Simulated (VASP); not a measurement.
Set up this calculation in VASP 6.6.1, as the native input.

```
Task                   : single point
Functional             : r2SCAN
Potentials or basis    : VASP PAW PBE potentials, release 64 (Ba_sv, Ti_sv, O)
Cutoff                 : 520 eV
k mesh                 : 6 × 6 × 6
Occupations            : gaussian, width 0.01 eV
Spin                   : no spin polarisation
Dipole correction      : no
Further INCAR settings : ALGO = Normal; EDIFF = 1e-06; NBANDS = 28
```

BaTiO3:

```
CELL_PARAMETERS angstrom
4.07398 0.00000 0.00000
0.00000 4.07398 0.00000
0.00000 0.00000 3.94011
ATOMIC_POSITIONS crystal
Ba 0.00000 0.00000 0.00000
Ti 0.50000 0.50000 0.50000
O 0.50000 0.50000 0.00000
O 0.50000 0.00000 0.50000
O 0.00000 0.50000 0.50000
```

This cell differs from its parent crystal: epitaxial xy strain +2.0%.

One way to write it, as run:

POSCAR

```
BaTiO3
1.0
    4.0739784508      0.0000000000      0.0000000000
    0.0000000000      4.0739784508      0.0000000000
    0.0000000000      0.0000000000      3.9401115498
Ba Ti O
1 1 3
Direct
    0.0000000000      0.0000000000      0.0000000000
    0.5000000000      0.5000000000      0.5000000000
    0.5000000000      0.5000000000      0.0000000000
    0.5000000000      0.0000000000      0.5000000000
    0.0000000000      0.5000000000      0.5000000000
```

INCAR.step1

```
SYSTEM = BaTiO3
PREC = Accurate
ENCUT = 520
ISMEAR = 0
SIGMA = 0.01
LREAL = .FALSE.
LASPH = .TRUE.
NELM = 60
NBANDS = 28
GGA = PE
ALGO = Normal
EDIFF = 1E-4
LWAVE = .TRUE.
LCHARG = .FALSE.
```

INCAR.step2

```
SYSTEM = BaTiO3
PREC = Accurate
ENCUT = 520
EDIFF = 1E-6
ISMEAR = 0
SIGMA = 0.01
LREAL = .FALSE.
LASPH = .TRUE.
NELM = 60
ALGO = Normal
ISIF = 2
LWAVE = .FALSE.
LCHARG = .TRUE.
METAGGA = R2SCAN
LMIXTAU = .TRUE.
LELF = .TRUE.
LVHAR = .TRUE.
NBANDS = 28
ISTART = 1
```

KPOINTS

```
regular mesh
0
G
  6 6 6
  0 0 0
```

Potentials or basis: VASP PAW PBE potentials, release 64 (Ba_sv, Ti_sv, O).

Command:

```sh
$ cat potpaw_PBE.64/Ba_sv/POTCAR potpaw_PBE.64/Ti_sv/POTCAR potpaw_PBE.64/O/POTCAR > POTCAR
$ cp INCAR.step1 INCAR
$ mpirun -np 1 vasp_std > vasp.out
$ cp INCAR.step2 INCAR
$ mpirun -np 1 vasp_std > vasp.out
```

It gave:

```
Pressure               : -2.4 GPa
Band gap on the k mesh : 2.02 eV (least direct gap 2.20 eV)
```

Caveat: the cell differs from its parent crystal (epitaxial xy strain +2.0%); the stress differs along the axes, from -5 to 2 GPa; the PAW data sets were made with another functional, which shifts forces and pressure a little; spin-orbit coupling is left out, which moves the levels of the heavy elements.

It took 100 s on 1 thread of AMD EPYC 9R45 96-Core Processor (Zen 5) (shared host), peak memory 0.19 GiB.
